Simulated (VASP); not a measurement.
# BC (Pnc2) in VASP: notebook

The runs below take BC through single point, relaxation of cell and atoms, with PBE.

Everything below comes from runs of VASP 6.6.1. Logs are shortened: lines on timing, memory, paths and dates and some standing lists are left out, and cuts for length are marked.

## Step 1: The cell of the first run

It takes space group Pnc2 (No. 30, orthorhombic). The conventional cell has a = 2.596 Å, b = 4.457 Å, c = 4.534 Å, α = 90.00°, β = 90.00°, γ = 90.00°. B (site symmetry 1) has 2 C at 1.49 to 1.50 Å and 2 B at 1.51 to 1.53 Å within 2.0 Å. Within 2.1 Å of C (site symmetry 1) lie 2 C at 1.49 to 2.02 Å and 3 B at 1.49 to 2.09 Å.

The cell was generated, and may not be a known phase.

## Step 2: Single point, PBE

Contents of INCAR:

```
SYSTEM = BC
  PREC = Accurate
  ENCUT = 520
  EDIFF = 1E-7
  ISMEAR = 0
  SIGMA = 0.1
  LREAL = .FALSE.
  LASPH = .TRUE.
  NELM = 80
  ALGO = Normal
  ISIF = 2
  LWAVE = .FALSE.
  LCHARG = .FALSE.
  GGA = PE
  NBANDS = 24
```

Contents of KPOINTS:

```
regular mesh
0
G
  6 4 4
  0 0 0
```

Contents of POSCAR:

```
BC
1.0
    2.5955738700      0.0000000000      0.0000000000
    0.0000000000      4.4566806800      0.0000000000
    0.0000000000      0.0000000000      4.5336232600
B C
4 4
Direct
    0.7517375200      0.4107488200      0.9331580000
    0.2482624800      0.5892511800      0.9331580000
    0.7517375200      0.0892511800      0.4331580000
    0.2482624800      0.9107488200      0.4331580000
    0.1812587000      0.8705480100      0.1075797100
    0.8187413000      0.1294519900      0.1075797100
    0.1812587000      0.6294519900      0.6075797100
    0.8187413000      0.3705480100      0.6075797100
```

Potentials or basis: VASP PAW PBE potentials, release 64 (B, C).

The run is started by

```
> cat potpaw_PBE.64/B/POTCAR potpaw_PBE.64/C/POTCAR > POTCAR
> mpirun -np 1 vasp_std > vasp.out
```

OUTCAR:

```text
SYSTEM = BC
   PREC = Accurate
   ENCUT = 520
   EDIFF = 1E-7
   ISMEAR = 0
   LREAL = .FALSE.
   LASPH = .TRUE.
   NELM = 80
   ISIF = 2
   GGA = PE

 ion  position               nearest neighbor table
   1  0.752  0.411  0.933-   6 1.49   8 1.50   2 1.51   2 1.53   7 2.09
   2  0.248  0.589  0.933-   5 1.49   7 1.50   1 1.51   1 1.53   8 2.09
   3  0.752  0.089  0.433-   8 1.49   6 1.50   4 1.51   4 1.53   5 2.09
   4  0.248  0.911  0.433-   7 1.49   5 1.50   3 1.51   3 1.53   6 2.09
   5  0.181  0.871  0.108-   6 1.49   2 1.49   4 1.50   6 2.02   3 2.09
   6  0.819  0.129  0.108-   5 1.49   1 1.49   3 1.50   5 2.02   4 2.09
   7  0.181  0.629  0.608-   8 1.49   4 1.49   2 1.50   8 2.02   1 2.09
   8  0.819  0.371  0.608-   7 1.49   3 1.49   1 1.50   7 2.02   2 2.09

  LATTYP: Found a simple orthorhombic cell.
 ALAT       =     2.5955738700
 B/A-ratio  =     1.7170309547
 C/A-ratio  =     1.7466747190

  Lattice vectors:

 A1 = (   2.5955738700,   0.0000000000,   0.0000000000)
 A2 = (   0.0000000000,   4.4566806800,   0.0000000000)
 A3 = (   0.0000000000,   0.0000000000,   4.5336232600)

Analysis of symmetry for initial positions (statically):
=====================================================================
 Subroutine PRICEL returns:
 Original cell was already a primitive cell.

 Routine SETGRP: Setting up the symmetry group for a
 simple orthorhombic supercell.

 Subroutine GETGRP returns: Found  4 space group operations
 (whereof  2 operations were pure point group operations)
 out of a pool of  8 trial point group operations.

The static configuration has the point symmetry C_2 .
 The point group associated with its full space group is C_2v.

Analysis of symmetry for dynamics (positions and initial velocities):
=====================================================================
 Subroutine PRICEL returns:
 Original cell was already a primitive cell.

 Routine SETGRP: Setting up the symmetry group for a
 simple orthorhombic supercell.

 Subroutine GETGRP returns: Found  4 space group operations
 (whereof  2 operations were pure point group operations)
 out of a pool of  8 trial point group operations.

The dynamic configuration has the point symmetry C_2 .
 The point group associated with its full space group is C_2v.

 Subroutine INISYM returns: Found  4 space group operations
 (whereof  2 operations are pure point group operations),
 and found     1 'primitive' translations

----------------------------------------------------------------------------------------

                                     Primitive cell

  volume of cell :      52.4433

  direct lattice vectors                    reciprocal lattice vectors
     2.595573870  0.000000000  0.000000000     0.385271254  0.000000000  0.000000000
     0.000000000  4.456680680  0.000000000     0.000000000  0.224382241  0.000000000
     0.000000000  0.000000000  4.533623260     0.000000000  0.000000000  0.220574129

  length of vectors
     2.595573870  4.456680680  4.533623260     0.385271254  0.224382241  0.220574129

  position of ions in fractional coordinates (direct lattice)
     0.751737520  0.410748820  0.933158000
     0.248262480  0.589251180  0.933158000
     0.751737520  0.089251180  0.433158000
     0.248262480  0.910748820  0.433158000
     0.181258700  0.870548010  0.107579710
     0.818741300  0.129451990  0.107579710
     0.181258700  0.629451990  0.607579710
     0.818741300  0.370548010  0.607579710

  ion indices of the primitive-cell ions
   primitive index   ion index
                 1           1
                 2           2
                 3           3
                 4           4
                 5           5
                 6           6
                 7           7
                 8           8

----------------------------------------------------------------------------------------

 KPOINTS: regular mesh

Automatic generation of k-mesh.
 Grid dimensions read from file:
 generate k-points for:    6    4    4

 Generating k-lattice:

  Cartesian coordinates                     Fractional coordinates (reciprocal lattice)
     0.064211876  0.000000000  0.000000000     0.166666667  0.000000000  0.000000000
     0.000000000  0.056095560  0.000000000     0.000000000  0.250000000  0.000000000
     0.000000000  0.000000000  0.055143532     0.000000000  0.000000000  0.250000000

  Length of vectors
     0.064211876  0.056095560  0.055143532

  Shift w.r.t. Gamma in fractional coordinates (k-lattice)
     0.000000000  0.000000000  0.000000000

 Subroutine IBZKPT returns following result:
 ===========================================

 Found     36 irreducible k-points:

 Following reciprocal coordinates:
            Coordinates               Weight
  0.000000  0.000000  0.000000      1.000000
  0.166667  0.000000  0.000000      2.000000
  0.333333  0.000000  0.000000      2.000000
  0.500000  0.000000  0.000000      1.000000
  0.000000  0.250000  0.000000      2.000000
  0.166667  0.250000  0.000000      4.000000
[... 16 lines left out ...]
  0.333333  0.500000  0.250000      4.000000
  0.500000  0.500000  0.250000      2.000000
 [... further k-points ...]
   k-points           NKPTS =     36   k-points in BZ     NKDIM =     36   number of bands    NBANDS=     24
   number of dos      NEDOS =    301   number of ions     NIONS =      8
   total plane-waves  NPLWV =  25920
   dimension x,y,z NGX =    20 NGY =   36 NGZ =   36
   dimension x,y,z NGXF=    40 NGYF=   72 NGZF=   72
   ions per type =               4   4
   NGX,Y,Z   is equivalent  to a cutoff of  12.81, 13.43, 13.20 a.u.
   NGXF,Y,Z  is equivalent  to a cutoff of  25.62, 26.86, 26.40 a.u.
 SYSTEM =  BC
   PREC   = accura    normal or accurate (medium, high low for compatibility)
   ISTART =      0    job   : 0-new  1-cont  2-samecut
   ICHARG =      2    charge: 1-file 2-atom 10-const
   ISPIN  =      1    spin polarized calculation?
   LNONCOLLINEAR =      F non collinear calculations
   LSORBIT =      F    spin-orbit coupling
   LASPH  =      T    aspherical Exc in radial PAW
   ENCUT  =  520.0 eV  38.22 Ry    6.18 a.u.   4.83  8.29  8.43*2*pi/ulx,y,z
   NELM   =     80;   NELMIN=  2; NELMDL= -5     # of ELM steps
   EDIFF  = 0.1E-06   stopping-criterion for ELM
   LREAL  =      F    real-space projection
   EDIFFG = 0.1E-05   stopping-criterion for IOM
   NSW    =      0    number of steps for IOM
   IBRION =     -1    ionic relax: 0-MD 1-quasi-New 2-CG
   NFREE  =      0    steps in history (QN), initial steepest desc. (CG)
   ISIF   =      2    stress and relaxation
   ISYM   =      2    0-nonsym 1-usesym 2-fastsym
   POTIM  = 0.5000    time-step for ionic-motion
   TEBEG  =    0.0;   TEEND  =   0.0 temperature during run
   PSTRESS=    0.0 pullay stress
   NELECT =      28.0000    total number of electrons
   NUPDOWN=      -1.0000    fix difference up-down
   EMIN   =  10.00;   EMAX   =-10.00  energy-range for DOS
   EFERMI =   0.00;   METHOD = LEGACY
   ISMEAR =     0;   SIGMA  =   0.10  broadening in eV -4-tet -1-fermi 0-gaus
   EFERMI_NEDOS =   21; number of points for ismear=-14 and -15
   IALGO  =     38    algorithm
   IMIX   =      4    mixing-type and parameters
     AMIX     =   0.40;   BMIX     =  1.00
     AMIX_MAG =   1.60;   BMIX_MAG =  1.00
  volume/ion in A,a.u.               =       6.56        44.24
  Fermi-wavevector in a.u.,A,eV,Ry     =   1.328100  2.509745 23.998626  1.763849
  Thomas-Fermi vector in A             =   2.457363
   LORBIT       =      0    0 simple, 1 ext, 2 COOP (PROOUT), +10 PAW based schemes
   GGA     = PE    functional components
   LHFCALC =     F    Hartree Fock is set to
   AEXX    =    0.0000 exact exchange contribution
   IVDW    =     0    specifies the selected vdW correction
   LEPSILON=     F    determine dielectric tensor
   LRPA    =     F    only Hartree local field effects (RPA)
 non-spin polarized calculation
 Gauss-broadening in eV      SIGMA  =   0.10
  energy-cutoff  :      520.00
  volume of cell :       52.44
 maximum number of plane-waves:      1448
 NGX is ok and might be reduce to    20
   NGX =  9   NGY = 17   NGZ = 17

 number of electron      28.0000000 magnetization

 Free energy of the ion-electron system (eV)
  ---------------------------------------------------
  ext. energy  EPLUGINS =         0.00000000
  ---------------------------------------------------
  free energy    TOTEN  =       -51.88026695 eV

  energy without entropy =      -51.85578430  energy(sigma->0) =      -51.86802563

 E-fermi :   6.3538     XC(G=0): -12.0276

 val. band max:        6.3424093056   @ k =   0.5000   0.0000   0.2500
 cond. band min:       6.3789585872   @ k =   0.3333   0.2500   0.0000
 fundamental gap:      0.0365492816
 Fermi energy:         6.3538425419

 k-point     1 :       0.0000    0.0000    0.0000
  band No.  band energies     occupation
      1     -12.0968      2.00000
      2      -9.9307      2.00000
      3      -5.3115      2.00000
      4      -4.9444      2.00000
      5      -1.6053      2.00000
      6      -1.1635      2.00000
[... 16 lines left out ...]
     23      17.5357      0.00000
     24      18.6293      0.00000

 k-point     2 :       0.1667    0.0000    0.0000
  band No.  band energies     occupation
      1     -11.6478      2.00000
      2      -9.4964      2.00000
      3      -4.9790      2.00000
      4      -4.5393      2.00000
      5      -1.4856      2.00000
      6      -1.0146      2.00000
[... 16 lines left out ...]
     23      17.5240      0.00000
     24      18.2033      0.00000

 k-point     3 :       0.3333    0.0000    0.0000
  band No.  band energies     occupation
      1     -10.3738      2.00000
      2      -8.2896      2.00000
      3      -4.8855      2.00000
      4      -3.3890      2.00000
      5      -2.6080      2.00000
      6      -2.1041      2.00000
[... 16 lines left out ...]
     23      19.5783      0.00000
     24      19.5941      0.00000

 k-point     4 :       0.5000    0.0000    0.0000
  band No.  band energies     occupation
      1      -9.1239      2.00000
      2      -7.2058      2.00000
      3      -6.3816      2.00000
      4      -3.7391      2.00000
      5      -2.2290      2.00000
      6      -1.7988      2.00000
[... 16 lines left out ...]
     23      19.9876      0.00000
     24      19.9915      0.00000

 k-point     5 :       0.0000    0.2500    0.0000
  band No.  band energies     occupation
      1     -11.8393      2.00000
      2     -10.3180      2.00000
      3      -5.3730      2.00000
      4      -4.4027      2.00000
      5      -3.2743      2.00000
      6      -1.7996      2.00000
[... 16 lines left out ...]
     23      18.2059      0.00000
     24      19.3166      0.00000

 k-point     6 :       0.1667    0.2500    0.0000
  band No.  band energies     occupation
      1     -11.3922      2.00000
      2      -9.8820      2.00000
      3      -5.0023      2.00000
      4      -4.0190      2.00000
      5      -2.9616      2.00000
      6      -1.4600      2.00000
[... 16 lines left out ...]
     23      17.7119      0.00000
     24      18.9343      0.00000
[... 379 lines left out ...]
 k-point    21 :       0.0000    0.5000    0.2500
  band No.  band energies     occupation
      1     -11.0504      2.00000
      2     -11.0504      2.00000
      3      -5.7830      2.00000
      4      -5.7830      2.00000
      5      -1.8771      2.00000
      6      -1.8771      2.00000
[... 16 lines left out ...]
     23      19.2526      0.00000
     24      19.2526      0.00000

 k-point    22 :       0.1667    0.5000    0.2500
  band No.  band energies     occupation
      1     -10.6108      2.00000
      2     -10.6089      2.00000
      3      -5.3856      2.00000
      4      -5.3706      2.00000
      5      -1.6205      2.00000
      6      -1.5843      2.00000
[... 16 lines left out ...]
     23      18.8003      0.00000
     24      19.3512      0.00000

 k-point    23 :       0.3333    0.5000    0.2500
  band No.  band energies     occupation
      1      -9.3724      2.00000
      2      -9.3709      2.00000
      3      -4.4899      2.00000
      4      -4.4440      2.00000
      5      -2.6851      2.00000
      6      -2.4892      2.00000
[... 16 lines left out ...]
     23      18.6425      0.00000
     24      18.7855      0.00000

 k-point    24 :       0.5000    0.5000    0.2500
  band No.  band energies     occupation
      1      -8.2075      2.00000
      2      -8.2075      2.00000
      3      -5.2176      2.00000
      4      -5.2176      2.00000
      5      -2.4335      2.00000
      6      -2.4335      2.00000
[... 16 lines left out ...]
     23      18.6874      0.00000
     24      18.6874      0.00000

 [... further k-points ...]

------------------------ aborting loop because EDIFF is reached ----------------------------------------

  FORCE on cell =-STRESS in cart. coord.  units (eV):
  Direction    XX          YY          ZZ          XY          YZ          ZX
  --------------------------------------------------------------------------------------
  -------------------------------------------------------------------------------------
  Total       25.8076539     17.1851195     27.9927033      0.0000000      0.0000000      0.0000000
  in kB      788.4402172    525.0163142    855.1948656      0.0000000      0.0000000      0.0000000
  external PRESSURE =     722.8837990 kB  Pullay stress =       0.0000000 kB

 VOLUME and BASIS-vectors are now :
 -----------------------------------------------------------------------------
  energy-cutoff  :      520.00
  volume of cell :       52.44
      direct lattice vectors                 reciprocal lattice vectors
     2.595573870  0.000000000  0.000000000     0.385271254  0.000000000  0.000000000
     0.000000000  4.456680680  0.000000000     0.000000000  0.224382241  0.000000000
     0.000000000  0.000000000  4.533623260     0.000000000  0.000000000  0.220574129

 POSITION                                       TOTAL-FORCE (eV/Angst)
 -----------------------------------------------------------------------------------
      1.95119      1.83058      4.23059        -1.644196     -5.105757      1.956673
      0.64438      2.62610      4.23059         1.644196      5.105757      1.956673
      1.95119      0.39776      1.96378        -1.644196      5.105757      1.956673
      0.64438      4.05892      1.96378         1.644196     -5.105757      1.956673
      0.47047      3.87975      0.48773        -0.017448      2.030949     -1.956673
      2.12510      0.57693      0.48773         0.017448     -2.030949     -1.956673
      0.47047      2.80527      2.75454        -0.017448     -2.030949     -1.956673
      2.12510      1.65141      2.75454         0.017448      2.030949     -1.956673
 -----------------------------------------------------------------------------------
    total drift:                                0.000000     -0.000000      0.000175

  FREE ENERGIE OF THE ION-ELECTRON SYSTEM (eV)
  ---------------------------------------------------
  free  energy   TOTEN  =       -51.8802669541 eV

  energy  without entropy=      -51.8557842982  energy(sigma->0) =      -51.86802563
```

Wall time 23 s (1 thread of Intel Xeon 6975P-C (Granite Rapids), shared host); peak memory 0.17 GiB.

What came out:

- Free energy: -51.8803 eV
- Pressure: 72.3 GPa
- Largest force: 5.710 eV/Å
- Band gap on the k mesh: zero (bands 14 and 15 overlap by 3.40 eV)

Forces on the atoms (eV/Å):
```
B   -1.644 -5.106  1.957
B    1.644  5.106  1.957
B   -1.644  5.106  1.957
B    1.644 -5.106  1.957
C   -0.017  2.031 -1.957
C    0.017 -2.031 -1.957
C   -0.017 -2.031 -1.957
C    0.017  2.031 -1.957
```

Stress tensor (GPa, compression positive):
```
78.84  0.00  0.00
 0.00 52.50  0.00
 0.00  0.00 85.52
```

Caveat: the k points lie up to 0.40 Å⁻¹ apart, too coarse for converged energies and pressures of a metal; forces of over 1 eV/Å act on the atoms, so gaps and moduli don't describe the material at rest.

(Continued in part 2 of 2.)

The gap in the log of VASP goes by the Fermi energy; the results here count the filled bands.